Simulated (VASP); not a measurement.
Input of a VASP 6.6.1 run:

File INCAR:

```
PREC = Accurate ; ENCUT = 520
EDIFF = 1E-6 ; ISMEAR = -1
SIGMA = 0.02 ; LREAL = False
LASPH = True ; NELM = 150
ALGO = Normal ; ISIF = 2
LWAVE = False ; LCHARG = True
ISPIN = 2 ; MAGMOM = 0 0 0 0
LORBIT = 11 ; GGA = PE
LELF = True ; LVHAR = True
NBANDS = 36
```

Contents of KPOINTS:

```
Automatic mesh
0
Gamma
  6 6 4
```

POSCAR

```
LuGaP2
1.0
    3.7697287898      0.0000000000      0.0000000000
    0.0000000000      3.7697287898      0.0000000000
    0.0000000000      0.0000000000      5.5387272645
Ga P Lu
1 2 1
Direct
    0.0000000000      0.0000000000      0.0000000000
    0.0000000000      0.0000000000      0.5000000000
    0.5000000000      0.5000000000      0.0000000000
    0.5000000000      0.5000000000      0.5000000000
```

Potentials or basis: VASP PAW PBE potentials, release 64 (Ga_d, P, Lu).

Launch:

```bash
$ cat potpaw_PBE.64/Ga_d/POTCAR potpaw_PBE.64/P/POTCAR potpaw_PBE.64/Lu/POTCAR > POTCAR
$ mpirun -np 1 vasp_std > vasp.out
```

Task: Estimate the net moment.

Result: 0.00 μB per cell.

Task: What does it give for the band gap on the k mesh?

Result: Zero (filled and empty bands overlap).

Task: What does it give for the pressure?

Result: 1.4 GPa.

Stress tensor (GPa, compression positive):
```
1.41 0.00 0.00
0.00 1.41 0.00
0.00 0.00 1.33
```

Caveat: spin-orbit coupling is left out, which moves the levels of the heavy elements.
